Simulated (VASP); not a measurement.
# AgCl in VASP: single point with r2SCAN

Aim: the single point of AgCl with r2SCAN.

Program: VASP 6.6.1. These are calculated values, not measurements. Logs are shortened: lines on timing, memory, paths and dates and some standing lists are left out, and cuts for length are marked.

## Step 1: The cell of the first run

The typed cell holds 4 atoms: a = 4.493 Å, b = 4.493 Å, c = 7.318 Å, α = 90.00°, β = 90.00°, γ = 120.00°.

## Step 2: Single point, r2SCAN

The input, POSCAR:

```
AgCl
1.0
    4.4927110000      0.0000000000      0.0000000000
   -2.2463550000      3.8908060000      0.0000000000
    0.0000000000      0.0000000000      7.3179730000
Ag Cl
2 2
Direct
    0.3333000000      0.6667000000      0.0000000000
    0.6666000000      0.3333000000      0.5000000000
    0.3333000000      0.6667000000      0.3700000000
    0.6666000000      0.3333000000      0.8700000000
```

The input, INCAR.step1:

```
SYSTEM = AgCl
PREC = Accurate
ENCUT = 520
ISMEAR = -1
SIGMA = 0.0134
LREAL = .False.
LASPH = .True.
NELM = 100
NBANDS = 26
GGA = PE
ALGO = Normal
EDIFF = 1E-4
LWAVE = .True.
LCHARG = .False.
```

The input, INCAR.step2:

```
SYSTEM = AgCl
PREC = Accurate
ENCUT = 520
EDIFF = 1E-7
ISMEAR = -1
SIGMA = 0.0134
LREAL = .False.
LASPH = .True.
NELM = 100
ALGO = Normal
ISIF = 2
LWAVE = .False.
LCHARG = .False.
METAGGA = R2SCAN
LMIXTAU = .True.
NBANDS = 26
ISTART = 1
```

The input, KPOINTS:

```
Automatic mesh
0
Gamma
  7 7 4
  0 0 0
```

Potentials or basis: VASP PAW PBE potentials, release 64 (Ag, Cl).

The run is started by

```sh
> cat potpaw_PBE.64/Ag/POTCAR potpaw_PBE.64/Cl/POTCAR > POTCAR
> cp INCAR.step1 INCAR
> mpirun -np 1 vasp_std > vasp.out
> cp INCAR.step2 INCAR
> mpirun -np 1 vasp_std > vasp.out
```

OUTCAR:

```text
SYSTEM = AgCl
   PREC = Accurate
   ENCUT = 520
   EDIFF = 1E-7
   ISMEAR = -1
   LREAL = .False.
   LASPH = .True.
   NELM = 100
   ISIF = 2
   METAGGA = R2SCAN
   ISTART = 1

 ion  position               nearest neighbor table
   1  0.333  0.667  0.000-   3 2.71   4 2.76   4 2.76   4 2.76
   2  0.667  0.333  0.500-   4 2.71   3 2.76   3 2.76   3 2.76
   3  0.333  0.667  0.370-   1 2.71   2 2.76   2 2.76   2 2.76
   4  0.667  0.333  0.870-   2 2.71   1 2.76   1 2.76   1 2.76

  LATTYP: Found a hexagonal cell.
 ALAT       =     4.4927110000
 C/A-ratio  =     1.6288546047

  Lattice vectors:

 A1 = (   4.4927110000,   0.0000000000,   0.0000000000)
 A2 = (  -2.2463550000,   3.8908060000,   0.0000000000)
 A3 = (   0.0000000000,   0.0000000000,   7.3179730000)

Analysis of symmetry for initial positions (statically):
=====================================================================
 Subroutine PRICEL returns:
 Original cell was already a primitive cell.

 Routine SETGRP: Setting up the symmetry group for a
 hexagonal supercell.

 Subroutine GETGRP returns: Found  4 space group operations
 (whereof  1 operations were pure point group operations)
 out of a pool of 24 trial point group operations.

The static configuration has the point symmetry C_1 .
 The point group associated with its full space group is C_2v.

Analysis of symmetry for dynamics (positions and initial velocities):
=====================================================================
 Subroutine PRICEL returns:
 Original cell was already a primitive cell.

 Routine SETGRP: Setting up the symmetry group for a
 hexagonal supercell.

 Subroutine GETGRP returns: Found  4 space group operations
 (whereof  1 operations were pure point group operations)
 out of a pool of 24 trial point group operations.

The dynamic configuration has the point symmetry C_1 .
 The point group associated with its full space group is C_2v.

 Subroutine INISYM returns: Found  4 space group operations
 (whereof  1 operations are pure point group operations),
 and found     1 'primitive' translations

----------------------------------------------------------------------------------------

                                     Primitive cell

  volume of cell :     127.9201

  direct lattice vectors                    reciprocal lattice vectors
     4.492711000  0.000000000  0.000000000     0.222582757  0.128508049  0.000000000
    -2.246355000  3.890806000  0.000000000     0.000000000  0.257016156  0.000000000
     0.000000000  0.000000000  7.317973000     0.000000000  0.000000000  0.136649862

  length of vectors
     4.492711000  4.492714337  7.317973000     0.257016346  0.257016156  0.136649862

  position of ions in fractional coordinates (direct lattice)
     0.333300000  0.666700000  0.000000000
     0.666600000  0.333300000  0.500000000
     0.333300000  0.666700000  0.370000000
     0.666600000  0.333300000  0.870000000

  ion indices of the primitive-cell ions
   primitive index   ion index
                 1           1
                 2           2
                 3           3
                 4           4

----------------------------------------------------------------------------------------

 KPOINTS: Automatic mesh

Automatic generation of k-mesh.
 Grid dimensions read from file:
 generate k-points for:    7    7    4

 Generating k-lattice:

  Cartesian coordinates                     Fractional coordinates (reciprocal lattice)
     0.031797537  0.018358293  0.000000000     0.142857143  0.000000000  0.000000000
     0.000000000  0.036716594  0.000000000     0.000000000  0.142857143  0.000000000
     0.000000000  0.000000000  0.034162465     0.000000000  0.000000000  0.250000000

  Length of vectors
     0.036716621  0.036716594  0.034162465

  Shift w.r.t. Gamma in fractional coordinates (k-lattice)
     0.000000000  0.000000000  0.000000000

 Subroutine IBZKPT returns following result:
 ===========================================

 Found     48 irreducible k-points:

 Following reciprocal coordinates:
            Coordinates               Weight
  0.000000  0.000000  0.000000      1.000000
  0.142857  0.000000  0.000000      4.000000
  0.000000  0.142857  0.000000      2.000000
  0.285714 -0.000000  0.000000      4.000000
  0.000000  0.285714  0.000000      2.000000
  0.428571  0.000000  0.000000      4.000000
[... 16 lines left out ...]
  0.000000  0.428571  0.250000      4.000000
  0.142857  0.142857  0.250000      8.000000
 [... further k-points ...]
   k-points           NKPTS =     48   k-points in BZ     NKDIM =     48   number of bands    NBANDS=     26
   number of dos      NEDOS =    301   number of ions     NIONS =      4
   total plane-waves  NPLWV =  69984
   dimension x,y,z NGX =    36 NGY =   36 NGZ =   54
   dimension x,y,z NGXF=    72 NGYF=   72 NGZF=  108
   ions per type =               2   2
   NGX,Y,Z   is equivalent  to a cutoff of  13.32, 13.32, 12.27 a.u.
   NGXF,Y,Z  is equivalent  to a cutoff of  26.64, 26.64, 24.53 a.u.
 SYSTEM =  AgCl
   PREC   = accura    normal or accurate (medium, high low for compatibility)
   ISTART =      1    job   : 0-new  1-cont  2-samecut
   ICHARG =      0    charge: 1-file 2-atom 10-const
   ISPIN  =      1    spin polarized calculation?
   LNONCOLLINEAR =      F non collinear calculations
   LSORBIT =      F    spin-orbit coupling
   LASPH  =      T    aspherical Exc in radial PAW
   ENCUT  =  520.0 eV  38.22 Ry    6.18 a.u.   8.35  8.35 13.61*2*pi/ulx,y,z
   NELM   =    100;   NELMIN=  2; NELMDL=  0     # of ELM steps
   EDIFF  = 0.1E-06   stopping-criterion for ELM
   LREAL  =      F    real-space projection
   EDIFFG = 0.1E-05   stopping-criterion for IOM
   NSW    =      0    number of steps for IOM
   IBRION =     -1    ionic relax: 0-MD 1-quasi-New 2-CG
   NFREE  =      0    steps in history (QN), initial steepest desc. (CG)
   ISIF   =      2    stress and relaxation
   ISYM   =      2    0-nonsym 1-usesym 2-fastsym
   POTIM  = 0.5000    time-step for ionic-motion
   TEBEG  =    0.0;   TEEND  =   0.0 temperature during run
   PSTRESS=    0.0 pullay stress
   NELECT =      36.0000    total number of electrons
   NUPDOWN=      -1.0000    fix difference up-down
   EMIN   =  10.00;   EMAX   =-10.00  energy-range for DOS
   EFERMI =   0.00;   METHOD = LEGACY
   ISMEAR =    -1;   SIGMA  =   0.01  broadening in eV -4-tet -1-fermi 0-gaus
   EFERMI_NEDOS =   21; number of points for ismear=-14 and -15
   IALGO  =     38    algorithm
   IMIX   =      4    mixing-type and parameters
     AMIX     =   0.40;   BMIX     =  1.00
     AMIX_MAG =   1.60;   BMIX_MAG =  1.00
  volume/ion in A,a.u.               =      31.98       215.81
  Fermi-wavevector in a.u.,A,eV,Ry     =   1.072826  2.027348 15.659708  1.150956
  Thomas-Fermi vector in A             =   2.208608
   LORBIT       =      0    0 simple, 1 ext, 2 COOP (PROOUT), +10 PAW based schemes
   METAGGA = R2SCAN    functional components
   LHFCALC =     F    Hartree Fock is set to
   AEXX    =    0.0000 exact exchange contribution
   IVDW    =     0    specifies the selected vdW correction
   LEPSILON=     F    determine dielectric tensor
   LRPA    =     F    only Hartree local field effects (RPA)
 non-spin polarized calculation
  energy-cutoff  :      520.00
  volume of cell :      127.92
 maximum number of plane-waves:      3471
 NGX is ok and might be reduce to    36
   NGX = 17   NGY = 17   NGZ = 27

 number of electron      35.9999986 magnetization

 Free energy of the ion-electron system (eV)
  ---------------------------------------------------
  ext. energy  EPLUGINS =         0.00000000
  ---------------------------------------------------
  free energy    TOTEN  =       -56.79045627 eV

  energy without entropy =      -56.79045627  energy(sigma->0) =      -56.79045627

 E-fermi :   0.1089     XC(G=0):  -8.2345

 val. band max:       -0.1888685938   @ k =   0.0000   0.0000   0.0000
 cond. band min:       1.6672029845   @ k =   0.0000   0.0000   0.0000
 fundamental gap:      1.8560715783
 Fermi energy:         0.1089397951

 k-point     1 :       0.0000    0.0000    0.0000
  band No.  band energies     occupation
      1     -14.7751      2.00000
      2     -14.6670      2.00000
      3      -3.4267      2.00000
      4      -3.4102      2.00000
      5      -3.3445      2.00000
      6      -3.3441      2.00000
[... 18 lines left out ...]
     25       9.2464      0.00000
     26       9.2472      0.00000

 k-point     2 :       0.1429    0.0000    0.0000
  band No.  band energies     occupation
      1     -14.7578      2.00000
      2     -14.6593      2.00000
      3      -3.4011      2.00000
      4      -3.3919      2.00000
      5      -3.3443      2.00000
      6      -3.3188      2.00000
[... 18 lines left out ...]
     25       9.0410      0.00000
     26       9.4109      0.00000

 k-point     3 :       0.0000    0.1429    0.0000
  band No.  band energies     occupation
      1     -14.7578      2.00000
      2     -14.6593      2.00000
      3      -3.4010      2.00000
      4      -3.3918      2.00000
      5      -3.3446      2.00000
      6      -3.3184      2.00000
[... 18 lines left out ...]
     25       9.0411      0.00000
     26       9.4104      0.00000

 k-point     4 :       0.2857   -0.0000    0.0000
  band No.  band energies     occupation
      1     -14.7165      2.00000
      2     -14.6439      2.00000
      3      -3.4524      2.00000
      4      -3.3548      2.00000
      5      -3.2640      2.00000
      6      -3.2404      2.00000
[... 18 lines left out ...]
     25       9.2519      0.00000
     26       9.7819      0.00000
[... 496 lines left out ...]
      1     -14.6718      2.00000
      2     -14.6423      2.00000
      3      -3.5095      2.00000
      4      -3.4508      2.00000
      5      -3.1918      2.00000
      6      -3.1573      2.00000
[... 18 lines left out ...]
     25       8.9592      0.00000
     26       9.9736      0.00000

 k-point    23 :       0.0000    0.4286    0.2500
  band No.  band energies     occupation
      1     -14.6717      2.00000
      2     -14.6423      2.00000
      3      -3.5095      2.00000
      4      -3.4507      2.00000
      5      -3.1913      2.00000
      6      -3.1575      2.00000
[... 18 lines left out ...]
     25       8.9594      0.00000
     26       9.9733      0.00000

 k-point    24 :       0.1429    0.1429    0.2500
  band No.  band energies     occupation
      1     -14.7165      2.00000
      2     -14.6594      2.00000
      3      -3.4721      2.00000
      4      -3.4210      2.00000
      5      -3.2932      2.00000
      6      -3.2619      2.00000
[... 18 lines left out ...]
     25       8.8079      0.00000
     26       9.5186      0.00000

 [... further k-points ...]

------------------------ aborting loop because EDIFF is reached ----------------------------------------

  FORCE on cell =-STRESS in cart. coord.  units (eV):
  Direction    XX          YY          ZZ          XY          YZ          ZX
  --------------------------------------------------------------------------------------
  -------------------------------------------------------------------------------------
  Total       -3.2115508     -3.2110703     -3.2101270     -0.0000004      0.0000000      0.0000000
  in kB      -40.2241167    -40.2180987    -40.2062835     -0.0000052      0.0000000      0.0000000
  external PRESSURE =     -40.2161663 kB  Pullay stress =       0.0000000 kB

 VOLUME and BASIS-vectors are now :
 -----------------------------------------------------------------------------
  energy-cutoff  :      520.00
  volume of cell :      127.92
      direct lattice vectors                 reciprocal lattice vectors
     4.492711000  0.000000000  0.000000000     0.222582757  0.128508049  0.000000000
    -2.246355000  3.890806000  0.000000000     0.000000000  0.257016156  0.000000000
     0.000000000  0.000000000  7.317973000     0.000000000  0.000000000  0.136649862

 POSITION                                       TOTAL-FORCE (eV/Angst)
 -----------------------------------------------------------------------------------
     -0.00022      2.59400      0.00000        -0.000000     -0.000097     -0.034238
      2.24613      1.29681      3.65899         0.000000      0.000097     -0.034238
     -0.00022      2.59400      2.70765        -0.000000     -0.000178      0.034238
      2.24613      1.29681      6.36664         0.000000      0.000178      0.034238
 -----------------------------------------------------------------------------------
    total drift:                               -0.000002     -0.000000     -0.002550

  FREE ENERGIE OF THE ION-ELECTRON SYSTEM (eV)
  ---------------------------------------------------
  free  energy   TOTEN  =       -56.7904562734 eV

  energy  without entropy=      -56.7904562734  energy(sigma->0) =      -56.79045627
```

It took 7.7 min on 1 thread of AMD EPYC 7R13 (Zen 3), shared host; peak memory 0.33 GiB.

Results:

```
Free energy            : -56.7905 eV
Pressure               : -4.0 GPa
Largest force          : 0.034 eV/Å
Band gap on the k mesh : 1.86 eV
```

Forces in eV/Å, atoms in the order of the input:
```
Ag   0.000  0.000 -0.034
Ag   0.000  0.000 -0.034
Cl   0.000  0.000  0.034
Cl   0.000  0.000  0.034
```

Caveat: the cell stands under tension; the PAW data sets were made with another functional, which shifts forces and pressure a little; an odd mesh through Γ misses points on the zone boundary, where band edges can lie.
